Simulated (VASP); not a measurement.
# CsCl in VASP: relaxation of the atoms with PBEsol

Aim: the relaxation of the atoms of CsCl with PBEsol.

All numbers are computed with VASP 6.6.1; they aren't measurements. Logs are shortened: lines on timing, memory, paths and dates and some standing lists are left out, and cuts for length are marked.

### 1 The cell of the first run

The cell holds a slab with vacuum, 6 atoms: a = 4.065 Å, b = 5.749 Å, c = 22.749 Å, α = 90.00°, β = 90.00°, γ = 90.00°.

### 2 Relaxation of the atoms, PBEsol

INCAR

```
  PREC = Accurate
  ENCUT = 450
  EDIFF = 1E-7
  ISMEAR = 0
  SIGMA = 0.05
  LREAL = F
  LASPH = T
  NELM = 120
  ALGO = Normal
  ISIF = 2
  LWAVE = F
  LCHARG = F
  LDIPOL = T
  IDIPOL = 3
  DIPOL = 0.5 0.5 0.500
  GGA = PS
  IBRION = 2
  NSW = 90
  EDIFFG = -0.03
  GGA_COMPAT = F
  NELMIN = 4
  NELMDL = -8
  KPAR = 4
```

KPOINTS

```
regular mesh
0
Gamma
  7 5 1
```

POSCAR

```
CsCl
1.0
    4.0653527155      0.0000000000      0.0000000000
    0.0000000000      5.7492769461      0.0000000000
    0.0000000000      0.0000000000     22.7492769461
Cs Cl
3 3
Selective dynamics
Direct
    0.0000000000      0.5000000000      0.3736382488  F F F
    0.0000000000      0.0000000000      0.5000000000  T T T
    0.0000000000      0.5000000000      0.6263617512  T T T
    0.5000000000      0.0000000000      0.3736382488  F F F
    0.5000000000      0.5000000000      0.5000000000  T T T
    0.5000000000      0.0000000000      0.6263617512  T T T
```

Potentials or basis: VASP PAW PBE potentials, release 64 (Cs_sv, Cl).

Started as:

```console
cat potpaw_PBE.64/Cs_sv/POTCAR potpaw_PBE.64/Cl/POTCAR > POTCAR
mpirun -np 4 vasp_std > vasp.out
```

OUTCAR:

```text
PREC = Accurate
   ENCUT = 450
   EDIFF = 1E-7
   ISMEAR = 0
   LREAL = F
   LASPH = T
   NELM = 120
   ISIF = 2
   GGA = PS
   IBRION = 2
   NSW = 90
   EDIFFG = -0.03
   NELMIN = 4
   NELMDL = -8

 ion  position               nearest neighbor table
   1  0.000  0.500  0.374-
   2  0.000  0.000  0.500-
   3  0.000  0.500  0.626-
   4  0.500  0.000  0.374-
   5  0.500  0.500  0.500-
   6  0.500  0.000  0.626-

  LATTYP: Found a simple orthorhombic cell.
 ALAT       =     4.0653527155
 B/A-ratio  =     1.4142135624
 C/A-ratio  =     5.5958925432

  Lattice vectors:

 A1 = (   4.0653527155,   0.0000000000,   0.0000000000)
 A2 = (   0.0000000000,   5.7492769461,   0.0000000000)
 A3 = (   0.0000000000,   0.0000000000,  22.7492769461)

Analysis of symmetry for initial positions (statically):
=====================================================================
 Subroutine PRICEL returns:
 Original cell was already a primitive cell.

 Routine SETGRP: Setting up the symmetry group for a
 simple orthorhombic supercell.

 Subroutine GETGRP returns: Found  8 space group operations
 (whereof  8 operations were pure point group operations)
 out of a pool of  8 trial point group operations.

The static configuration has the point symmetry D_2h.

Analysis of symmetry for dynamics (positions and initial velocities):
=====================================================================
 Subroutine PRICEL returns:
 Original cell was already a primitive cell.

 Routine SETGRP: Setting up the symmetry group for a
 simple orthorhombic supercell.

 Subroutine GETGRP returns: Found  8 space group operations
 (whereof  8 operations were pure point group operations)
 out of a pool of  8 trial point group operations.

The dynamic configuration has the point symmetry D_2h.

Analysis of constrained symmetry for selective dynamics:
=====================================================================
 Subroutine PRICEL returns:
 Original cell was already a primitive cell.

 Routine SETGRP: Setting up the symmetry group for a
 simple orthorhombic supercell.

 Subroutine GETGRP returns: Found  4 space group operations
[... 107 lines left out ...]
   TEBEG  =    0.0;   TEEND  =   0.0 temperature during run
   PSTRESS=    0.0 pullay stress
   NELECT =      48.0000    total number of electrons
   NUPDOWN=      -1.0000    fix difference up-down
   EMIN   =  10.00;   EMAX   =-10.00  energy-range for DOS
   EFERMI =   0.00;   METHOD = LEGACY
   ISMEAR =     0;   SIGMA  =   0.05  broadening in eV -4-tet -1-fermi 0-gaus
   EFERMI_NEDOS =   21; number of points for ismear=-14 and -15
   IALGO  =     38    algorithm
   IMIX   =      4    mixing-type and parameters
     AMIX     =   0.40;   BMIX     =  1.00
     AMIX_MAG =   1.60;   BMIX_MAG =  1.00
  volume/ion in A,a.u.               =      88.62       598.03
  Fermi-wavevector in a.u.,A,eV,Ry     =   0.734394  1.387803  7.338084  0.539334
  Thomas-Fermi vector in A             =   1.827336
   LORBIT       =      0    0 simple, 1 ext, 2 COOP (PROOUT), +10 PAW based schemes
   GGA     = PS    functional components
   LHFCALC =     F    Hartree Fock is set to
   AEXX    =    0.0000 exact exchange contribution
   IVDW    =     0    specifies the selected vdW correction
   LEPSILON=     F    determine dielectric tensor
   LRPA    =     F    only Hartree local field effects (RPA)
 conjugate gradient relaxation of ions
 non-spin polarized calculation
 Gauss-broadening in eV      SIGMA  =   0.05
  energy-cutoff  :      450.00
  volume of cell :      531.72
 maximum number of plane-waves:     11561
   NGX = 15   NGY = 19   NGZ = 79

--------------------------------------- Ionic step        1  -------------------------------------------

 number of electron      48.0000004 magnetization

 dipolmoment           0.000000      0.000000     -0.000000 electrons x Angstroem

 Free energy of the ion-electron system (eV)
  ---------------------------------------------------
  ext. energy  EPLUGINS =         0.00000000
  ---------------------------------------------------
  free energy    TOTEN  =       -20.04030766 eV

  energy without entropy =      -20.04030766  energy(sigma->0) =      -20.04030766

------------------------ aborting loop because EDIFF is reached ----------------------------------------

  FORCE on cell =-STRESS in cart. coord.  units (eV):
  Direction    XX          YY          ZZ          XY          YZ          ZX
  --------------------------------------------------------------------------------------
  -------------------------------------------------------------------------------------
  Total        0.4575332     -2.4367706     -0.4154008      0.0000000      0.0000000      0.0000000
  in kB        1.3786505     -7.3425374     -1.2516960      0.0000000      0.0000000      0.0000000
  external PRESSURE =      -2.4051943 kB  Pullay stress =       0.0000000 kB
[... 67 lines left out ...]
--------------------------------------- Ionic step        3  -------------------------------------------

 number of electron      48.0000003 magnetization

 dipolmoment           0.000000      0.000000      0.000872 electrons x Angstroem

 Free energy of the ion-electron system (eV)
  ---------------------------------------------------
  ext. energy  EPLUGINS =         0.00000000
  ---------------------------------------------------
  free energy    TOTEN  =       -20.04065032 eV

  energy without entropy =      -20.04065032  energy(sigma->0) =      -20.04065032

 E-fermi :  -3.0058     XC(G=0):  -3.7051

 val. band max:       -3.2957152517   @ k =   0.0000   0.0000   0.0000
 cond. band min:       1.0714328834   @ k =   0.0000   0.0000   0.0000
 fundamental gap:      4.3671481351
 Fermi energy:        -3.0058421292

 k-point     1 :       0.0000    0.0000    0.0000
  band No.  band energies     occupation
      1     -23.2071      2.00000
      2     -23.1952      2.00000
      3     -22.7501      2.00000
      4     -15.9218      2.00000
      5     -15.4836      2.00000
      6     -15.4516      2.00000
[... 361 lines left out ...]
     27       2.7072      0.00000
     28       2.8506      0.00000

------------------------ aborting loop because EDIFF is reached ----------------------------------------

 vacuum level on the upper side and lower side of the slab       (xc-potential included)        -0.009        -0.017

  FORCE on cell =-STRESS in cart. coord.  units (eV):
  Direction    XX          YY          ZZ          XY          YZ          ZX
  --------------------------------------------------------------------------------------
  -------------------------------------------------------------------------------------
  Total        0.4643011     -2.4218322     -0.3882844      0.0000000      0.0000000      0.0000000
  in kB        1.3990435     -7.2975248     -1.1699883      0.0000000      0.0000000      0.0000000
  external PRESSURE =      -2.3561565 kB  Pullay stress =       0.0000000 kB
[... 21 lines left out ...]
  FREE ENERGIE OF THE ION-ELECTRON SYSTEM (eV)
  ---------------------------------------------------
  free  energy   TOTEN  =       -20.0406503164 eV

  energy  without entropy=      -20.0406503164  energy(sigma->0) =      -20.04065032

 reached required accuracy - stopping structural energy minimisation

 vacuum level on the upper side and lower side of the slab         2.091         2.083
```

CONTCAR:

```text
CsCl
   1.00000000000000
     4.0653527155000004    0.0000000000000000    0.0000000000000000
     0.0000000000000000    5.7492769461000002    0.0000000000000000
     0.0000000000000000    0.0000000000000000   22.7492769461000002
  Cs              Cl
     3     3
Selective dynamics
Direct
     0.0000000000000000    0.5000000000000000    0.3736382487999990   F   F   F
     0.0000000000000000    0.0000000000000000    0.5000000024059141   T   T   T
     0.0000000000000000    0.5000000000000000    0.6260581401453408   T   T   T
     0.5000000000000000    0.0000000000000000    0.3736382487999990   F   F   F
     0.5000000000000000    0.5000000000000000    0.4999999931547917   T   T   T
     0.5000000000000000    0.0000000000000000    0.6261461162930195   T   T   T

  0.00000000E+00  0.00000000E+00  0.00000000E+00
  0.00000000E+00  0.00000000E+00  0.00000000E+00
  0.00000000E+00  0.00000000E+00  0.00000000E+00
  0.00000000E+00  0.00000000E+00  0.00000000E+00
  0.00000000E+00  0.00000000E+00  0.00000000E+00
  0.00000000E+00  0.00000000E+00  0.00000000E+00
```

It took 5.3 min on 4 MPI ranks of Intel Xeon Platinum 8259CL at 2.50GHz (Skylake/Cascade Lake), shared host; peak memory 0.53 GiB.

What came out:

| Quantity | Value |
| --- | --- |
| Free energy | -20.0407 eV |
| Energy gained by relaxing | 0.1 meV/atom |
| Ionic steps | 3 |
| Band gap on the k mesh | 4.37 eV |

Step by step:
```csv
step,energy change (eV),largest force on free atoms (eV/Å),pressure (GPa)
1,0.0000,0.0358,-0.24
2,-0.0001,0.0341,-0.24
3,-0.0003,0.0289,-0.24
```

Final structure:
```
CELL_PARAMETERS angstrom
4.06535 0.00000 0.00000
0.00000 5.74928 0.00000
0.00000 0.00000 22.74928
ATOMIC_POSITIONS crystal
Cs 0.00000 0.50000 0.37364
Cs 0.00000 0.00000 0.50000
Cs 0.00000 0.50000 0.62606
Cl 0.50000 0.00000 0.37364
Cl 0.50000 0.50000 0.50000
Cl 0.50000 0.00000 0.62615
```

Levels at points of the mesh, in eV from the valence-band top:
```
           k point  band 20  band 21  band 22  band 23  band 24  band 25  band 26  band 27  band 28
(0.00, 0.00, 0.00)    -0.37    -0.33    -0.27    -0.07     0.00     4.37     4.72     5.03     5.41
```

Caveat: the PAW data sets were made with another functional, which shifts forces and pressure a little; spin-orbit coupling is left out, which moves the levels of the heavy elements.
